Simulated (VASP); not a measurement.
# Al2Pt (I4/mmm) in VASP: further runs

The runs below take Al2Pt through single point, with LDA.

Program: VASP 6.6.1. These are calculated values, not measurements. Logs are shortened: lines on timing, memory, paths and dates and some standing lists are left out, and cuts for length are marked.

## Step 1: The cell of the first run

The structure is tetragonal, space group I4/mmm (No. 139). Conventional cell: a = 4.179 Å, b = 4.179 Å, c = 5.851 Å, α = 90.00°, β = 90.00°, γ = 90.00°. Al (site symmetry -4m2) has 4 Pt at 2.55 Å and 6 Al at 2.93 to 2.96 Å within 3.4 Å. Within 3.4 Å of Pt (site symmetry 4/mmm) lie 8 Al at 2.55 Å.

## Step 2: Single point, LDA (zz strain of -1 %)

INCAR

```
SYSTEM = Al2Pt
PREC = Accurate
ENCUT = 520
EDIFF = 1E-6
ISMEAR = -1
SIGMA = 0.08
LREAL = .FALSE.
LASPH = .TRUE.
NELM = 60
ALGO = Normal
ISIF = 2
LWAVE = .FALSE.
LCHARG = .TRUE.
LELF = .TRUE.
LVHAR = .TRUE.
NBANDS = 15
```

KPOINTS

```
Automatic mesh
0
G
  12 12 12
  0 0 0
```

POSCAR

```
Al2Pt
1.0
    0.0000000000      2.9550000000      2.9254500000
    2.9550000000      0.0000000000      2.9254500000
    2.9550000000      2.9550000000      0.0000000000
Al Pt
2 1
Direct
    0.2500000000      0.2500000000      0.2500000000
    0.7500000000      0.7500000000      0.7500000000
    0.0000000000      0.0000000000      0.0000000000
```

Potentials or basis: VASP PAW LDA potentials, release 64 (Al, Pt).

Command:

```bash
> cat potpaw_LDA.64/Al/POTCAR potpaw_LDA.64/Pt/POTCAR > POTCAR
> mpirun -np 1 vasp_std > vasp.out
```

OUTCAR:

```text
SYSTEM = Al2Pt
   PREC = Accurate
   ENCUT = 520
   EDIFF = 1E-6
   ISMEAR = -1
   LREAL = .FALSE.
   LASPH = .TRUE.
   NELM = 60
   ISIF = 2

 ion  position               nearest neighbor table
   1  0.250  0.250  0.250-   3 2.55   3 2.55   3 2.55   3 2.55   2 2.93   2 2.93   2 2.96   2 2.96
                             2 2.96   2 2.96
   2  0.750  0.750  0.750-   3 2.55   3 2.55   3 2.55   3 2.55   1 2.93   1 2.93   1 2.96   1 2.96
                             1 2.96   1 2.96
   3  0.000  0.000  0.000-   2 2.55   2 2.55   2 2.55   1 2.55   2 2.55   1 2.55   1 2.55   1 2.55

  LATTYP: Found a body centered tetragonal cell.
 ALAT       =     4.1790010768
 C/A-ratio  =     1.4000714267

  Lattice vectors:

 A1 = (   0.0000000000,  -2.9550000000,  -2.9254500000)
 A2 = (   0.0000000000,   2.9550000000,  -2.9254500000)
 A3 = (   2.9550000000,   0.0000000000,   2.9254500000)

Analysis of symmetry for initial positions (statically):
=====================================================================
 Subroutine PRICEL returns:
 Original cell was already a primitive cell.

 Routine SETGRP: Setting up the symmetry group for a
 body centered tetragonal supercell.

 Subroutine GETGRP returns: Found 16 space group operations
 (whereof 16 operations were pure point group operations)
 out of a pool of 16 trial point group operations.

The static configuration has the point symmetry D_4h.

Analysis of symmetry for dynamics (positions and initial velocities):
=====================================================================
 Subroutine PRICEL returns:
 Original cell was already a primitive cell.

 Routine SETGRP: Setting up the symmetry group for a
 body centered tetragonal supercell.

 Subroutine GETGRP returns: Found 16 space group operations
 (whereof 16 operations were pure point group operations)
 out of a pool of 16 trial point group operations.

The dynamic configuration has the point symmetry D_4h.

 Subroutine INISYM returns: Found 16 space group operations
 (whereof 16 operations are pure point group operations),
 and found     1 'primitive' translations

----------------------------------------------------------------------------------------

                                     Primitive cell

  volume of cell :      51.0902

  direct lattice vectors                    reciprocal lattice vectors
     0.000000000  2.955000000  2.925450000    -0.169204738  0.169204738  0.170913876
     2.955000000  0.000000000  2.925450000     0.169204738 -0.169204738  0.170913876
     2.955000000  2.955000000  0.000000000     0.169204738  0.169204738 -0.170913876

  length of vectors
     4.158158571  4.158158571  4.179001077     0.294061286  0.294061286  0.294061286

  position of ions in fractional coordinates (direct lattice)
     0.250000000  0.250000000  0.250000000
     0.750000000  0.750000000  0.750000000
     0.000000000  0.000000000  0.000000000

  ion indices of the primitive-cell ions
   primitive index   ion index
                 1           1
                 2           2
                 3           3

----------------------------------------------------------------------------------------

 KPOINTS: Automatic mesh

Automatic generation of k-mesh.
 Grid dimensions read from file:
 generate k-points for:   12   12   12

 Generating k-lattice:

  Cartesian coordinates                     Fractional coordinates (reciprocal lattice)
    -0.014100395  0.014100395  0.014242823     0.083333333  0.000000000  0.000000000
     0.014100395 -0.014100395  0.014242823     0.000000000  0.083333333  0.000000000
     0.014100395  0.014100395 -0.014242823     0.000000000  0.000000000  0.083333333

  Length of vectors
     0.024505107  0.024505107  0.024505107

  Shift w.r.t. Gamma in fractional coordinates (k-lattice)
     0.000000000  0.000000000  0.000000000

 Subroutine IBZKPT returns following result:
 ===========================================

 Found    163 irreducible k-points:

 Following reciprocal coordinates:
            Coordinates               Weight
  0.000000  0.000000  0.000000      1.000000
  0.083333  0.000000  0.000000      8.000000
  0.166667  0.000000  0.000000      8.000000
  0.250000  0.000000  0.000000      8.000000
  0.333333  0.000000  0.000000      8.000000
  0.416667  0.000000  0.000000      8.000000
[... 16 lines left out ...]
  0.500000  0.166667  0.000000      8.000000
 -0.416667  0.166667  0.000000      8.000000
 [... further k-points ...]
   k-points           NKPTS =    163   k-points in BZ     NKDIM =    163   number of bands    NBANDS=     15
   number of dos      NEDOS =    301   number of ions     NIONS =      3
   total plane-waves  NPLWV =  32768
   dimension x,y,z NGX =    32 NGY =   32 NGZ =   32
   dimension x,y,z NGXF=    64 NGYF=   64 NGZF=   64
   ions per type =               2   1
   NGX,Y,Z   is equivalent  to a cutoff of  12.79, 12.79, 12.73 a.u.
   NGXF,Y,Z  is equivalent  to a cutoff of  25.59, 25.59, 25.46 a.u.
 SYSTEM =  Al2Pt
   PREC   = accura    normal or accurate (medium, high low for compatibility)
   ISTART =      0    job   : 0-new  1-cont  2-samecut
   ICHARG =      2    charge: 1-file 2-atom 10-const
   ISPIN  =      1    spin polarized calculation?
   LNONCOLLINEAR =      F non collinear calculations
   LSORBIT =      F    spin-orbit coupling
   LASPH  =      T    aspherical Exc in radial PAW
   ENCUT  =  520.0 eV  38.22 Ry    6.18 a.u.   7.73  7.73  7.77*2*pi/ulx,y,z
   NELM   =     60;   NELMIN=  2; NELMDL= -5     # of ELM steps
   EDIFF  = 0.1E-05   stopping-criterion for ELM
   LREAL  =      F    real-space projection
   EDIFFG = 0.1E-04   stopping-criterion for IOM
   NSW    =      0    number of steps for IOM
   IBRION =     -1    ionic relax: 0-MD 1-quasi-New 2-CG
   NFREE  =      0    steps in history (QN), initial steepest desc. (CG)
   ISIF   =      2    stress and relaxation
   ISYM   =      2    0-nonsym 1-usesym 2-fastsym
   POTIM  = 0.5000    time-step for ionic-motion
   TEBEG  =    0.0;   TEEND  =   0.0 temperature during run
   PSTRESS=    0.0 pullay stress
   NELECT =      16.0000    total number of electrons
   NUPDOWN=      -1.0000    fix difference up-down
   EMIN   =  10.00;   EMAX   =-10.00  energy-range for DOS
   EFERMI =   0.00;   METHOD = LEGACY
   ISMEAR =    -1;   SIGMA  =   0.08  broadening in eV -4-tet -1-fermi 0-gaus
   EFERMI_NEDOS =   21; number of points for ismear=-14 and -15
   IALGO  =     38    algorithm
   IMIX   =      4    mixing-type and parameters
     AMIX     =   0.40;   BMIX     =  1.00
     AMIX_MAG =   1.60;   BMIX_MAG =  1.00
  volume/ion in A,a.u.               =      17.03       114.92
  Fermi-wavevector in a.u.,A,eV,Ry     =   1.111738  2.100879 16.816262  1.235960
  Thomas-Fermi vector in A             =   2.248304
   LORBIT       =      0    0 simple, 1 ext, 2 COOP (PROOUT), +10 PAW based schemes
   GGA     = CA    functional components
   LHFCALC =     F    Hartree Fock is set to
   AEXX    =    0.0000 exact exchange contribution
   IVDW    =     0    specifies the selected vdW correction
   LEPSILON=     F    determine dielectric tensor
   LRPA    =     F    only Hartree local field effects (RPA)
 non-spin polarized calculation
  energy-cutoff  :      520.00
  volume of cell :       51.09
 maximum number of plane-waves:      1395
   NGX = 15   NGY = 15   NGZ = 15

 number of electron      15.9999999 magnetization

 Free energy of the ion-electron system (eV)
  ---------------------------------------------------
  ext. energy  EPLUGINS =         0.00000000
  ---------------------------------------------------
  free energy    TOTEN  =       -18.60286790 eV

  energy without entropy =      -18.57749205  energy(sigma->0) =      -18.59017998

 E-fermi :   7.8467     XC(G=0): -10.9301

 val. band max:        7.8290773026   @ k =   0.3333   0.2500   0.0000
 cond. band min:       7.8489310084   @ k =  -0.4167   0.2500   0.0000
 fundamental gap:      0.0198537058
 Fermi energy:         7.8467181458

 k-point     1 :       0.0000    0.0000    0.0000
  band No.  band energies     occupation
      1      -2.4610      2.00000
      2       2.6862      2.00000
      3       2.7019      2.00000
      4       2.7019      2.00000
      5       4.0522      2.00000
      6       4.0940      2.00000
      7      10.7241      0.00000
      8      11.6373      0.00000
      9      11.6373      0.00000
     10      11.7102      0.00000
     11      13.1822      0.00000
     12      13.3337      0.00000
     13      13.3337      0.00000
     14      14.0426      0.00000
     15      14.0426      0.00000

 k-point     2 :       0.0833    0.0000    0.0000
  band No.  band energies     occupation
      1      -2.3646      2.00000
      2       2.6384      2.00000
      3       2.7252      2.00000
      4       2.7344      2.00000
      5       4.0411      2.00000
      6       4.0816      2.00000
      7      10.3104      0.00000
      8      10.9792      0.00000
      9      11.3634      0.00000
     10      11.4045      0.00000
     11      13.5465      0.00000
     12      13.6396      0.00000
     13      13.8157      0.00000
     14      13.8766      0.00000
     15      14.0500      0.00000
[... 365 lines left out ...]
      3       2.9599      2.00000
      4       3.2084      2.00000
      5       4.0599      2.00000
      6       4.2783      2.00000
      7       4.3137      2.00000
      8       7.7354      1.60164
      9       8.1409      0.04934
     10      11.2160      0.00000
     11      13.6813      0.00000
     12      14.0340      0.00000
     13      14.4745      0.00000
     14      15.5248      0.00000
     15      17.9023      0.00000

 k-point    24 :      -0.4167    0.1667    0.0000
  band No.  band energies     occupation
      1       0.1813      2.00000
      2       1.7372      2.00000
      3       2.9272      2.00000
      4       3.2253      2.00000
      5       3.8193      2.00000
      6       4.1664      2.00000
      7       4.5652      2.00000
      8       7.3812      1.99408
      9       8.4525      0.00103
     10      11.2839      0.00000
     11      13.5041      0.00000
     12      13.7928      0.00000
     13      14.8345      0.00000
     14      16.6490      0.00000
     15      17.0291      0.00000

 [... further k-points ...]

------------------------ aborting loop because EDIFF is reached ----------------------------------------

  FORCE on cell =-STRESS in cart. coord.  units (eV):
  Direction    XX          YY          ZZ          XY          YZ          ZX
  --------------------------------------------------------------------------------------
  -------------------------------------------------------------------------------------
  Total       -0.7940512     -0.7940512     -0.5665627      0.0000000      0.0000000     -0.0000000
  in kB      -24.9012657    -24.9012657    -17.7672798      0.0000000      0.0000000     -0.0000000
  external PRESSURE =     -22.5232704 kB  Pullay stress =       0.0000000 kB

 VOLUME and BASIS-vectors are now :
 -----------------------------------------------------------------------------
  energy-cutoff  :      520.00
  volume of cell :       51.09
      direct lattice vectors                 reciprocal lattice vectors
     0.000000000  2.955000000  2.925450000    -0.169204738  0.169204738  0.170913876
     2.955000000  0.000000000  2.925450000     0.169204738 -0.169204738  0.170913876
     2.955000000  2.955000000  0.000000000     0.169204738  0.169204738 -0.170913876

 POSITION                                       TOTAL-FORCE (eV/Angst)
 -----------------------------------------------------------------------------------
      1.47750      1.47750      1.46273        -0.000000     -0.000000     -0.000000
      4.43250      4.43250      4.38818         0.000000      0.000000      0.000000
      0.00000      0.00000      0.00000        -0.000000     -0.000000      0.000000
 -----------------------------------------------------------------------------------
    total drift:                                0.000000     -0.000000      0.000000

  FREE ENERGIE OF THE ION-ELECTRON SYSTEM (eV)
  ---------------------------------------------------
  free  energy   TOTEN  =       -18.6028678972 eV

  energy  without entropy=      -18.5774920534  energy(sigma->0) =      -18.59017998
```

Wall time 65 s (1 thread of Intel Xeon Platinum 8259CL at 2.50GHz (Skylake/Cascade Lake), shared host); peak memory 0.25 GiB.

Results:

```
Free energy            : -18.6029 eV
Pressure               : -2.3 GPa
Band gap on the k mesh : zero (bands 8 and 9 overlap by 5.46 eV)
```

Caveat: the cell differs from its parent crystal (zz strain of -1 %); spin-orbit coupling is left out, which moves the levels of the heavy elements.

(Part 1 of 2 ends here.)
